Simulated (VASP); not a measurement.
Wanted: the native input for a VASP 6.6.1 run.

* Task: G0W0 quasiparticle levels
* Functional: PBE
* Potentials or basis: VASP PAW PBE potentials, release 64 (Mg_GW, O_GW)
* Cutoff: 500 eV
* k mesh: 2 × 2 × 2
* Occupations: gaussian, width 0.01 eV
* Spin: no spin polarisation
* Dipole correction: no
* GW scheme: G0W0
* GW iterations: 1
* Cutoff of the response function: 200
* Frequency points: 48
* Empty bands: 1024
* Further INCAR settings: ALGO = EVGW0; EDIFF = 1e-08; NBANDS = 1028

The system is MgO.

```
CELL_PARAMETERS angstrom
0.00000 2.10550 2.10550
2.10550 0.00000 2.10550
2.10550 2.10550 0.00000
ATOMIC_POSITIONS crystal
Mg 0.00000 0.00000 0.00000
O 0.50000 0.50000 0.50000
```

These files were run (other wordings do the same):

POSCAR

```
MgO
1.0
    0.0000000000      2.1055000000      2.1055000000
    2.1055000000      0.0000000000      2.1055000000
    2.1055000000      2.1055000000      0.0000000000
Mg O
1 1
Direct
    0.0000000000      0.0000000000      0.0000000000
    0.5000000000      0.5000000000      0.5000000000
```

INCAR.step1

```
ALGO     = Normal         # electronic algorithm
EDIFF    = 1E-8           # SCF threshold, eV
ENCUT    = 500            # plane-wave cutoff, eV
GGA      = PE             # functional
ISMEAR   = 0              # smearing method
LASPH    = T              # aspherical terms in the spheres
LCHARG   = F              # write CHGCAR
LREAL    = F              # projectors in reciprocal space
LWAVE    = T              # write WAVECAR
NELM     = 100            # most SCF steps
PREC     = Accurate       # precision mode
SIGMA    = 0.01           # smearing width, eV
```

INCAR.step2

```
ALGO     = Exact          # electronic algorithm
EDIFF    = 1E-8           # SCF threshold, eV
ENCUT    = 500            # plane-wave cutoff, eV
GGA      = PE             # functional
ISMEAR   = 0              # smearing method
ISTART   = 1            
LASPH    = T              # aspherical terms in the spheres
LCHARG   = F              # write CHGCAR
LOPTICS  = T              # frequency-dependent dielectric function
LREAL    = F              # projectors in reciprocal space
LWAVE    = T              # write WAVECAR
NBANDS   = 1028           # bands
NELM     = 1              # most SCF steps
PREC     = Accurate       # precision mode
SIGMA    = 0.01           # smearing width, eV
```

INCAR.step3

```
ALGO     = EVGW0          # electronic algorithm
EDIFF    = 1E-8           # SCF threshold, eV
ENCUT    = 500            # plane-wave cutoff, eV
ENCUTGW  = 200            # cutoff of the response function
GGA      = PE             # functional
ISMEAR   = 0              # smearing method
ISTART   = 1            
LASPH    = T              # aspherical terms in the spheres
LCHARG   = F              # write CHGCAR
LREAL    = F              # projectors in reciprocal space
LWAVE    = F              # write WAVECAR
NBANDS   = 1028           # bands
NBANDSGW = 12           
NELMGW   = 1            
NOMEGA   = 48             # frequency points
PREC     = Accurate       # precision mode
PRECFOCK = Fast         
SIGMA    = 0.01           # smearing width, eV
```

KPOINTS

```
k-points
0
Gamma
  2 2 2
```

Potentials or basis: VASP PAW PBE potentials, release 64 (Mg_GW, O_GW).

The run is started by

```bash
$ cat potpaw_PBE.64/Mg_GW/POTCAR potpaw_PBE.64/O_GW/POTCAR > POTCAR
$ cp INCAR.step1 INCAR
$ mpirun -np 1 vasp_std > vasp.out
$ cp INCAR.step2 INCAR
$ mpirun -np 1 vasp_std > vasp.out
$ cp INCAR.step3 INCAR
$ mpirun -np 1 vasp_std > vasp.out
```

It gave:

```yaml
Quasiparticle_gap: 6.66 eV
Least_direct_quasiparticle_gap: 6.66 eV
Band_gap_of_the_starting_levels_on_the_mesh: 4.48 eV
Least_direct_gap_of_the_starting_levels_on_the_mesh: 4.48 eV
```

Caveat: the k points lie up to 1.29 Å⁻¹ apart, too coarse for converged energies, forces and pressures; bands, screening cutoff and mesh are small and nothing is extrapolated, so the quasiparticle values aren't converged.

It took 16 s on 1 thread of AMD EPYC 9R45 96-Core Processor (Zen 5) (shared host), peak memory 0.23 GiB.
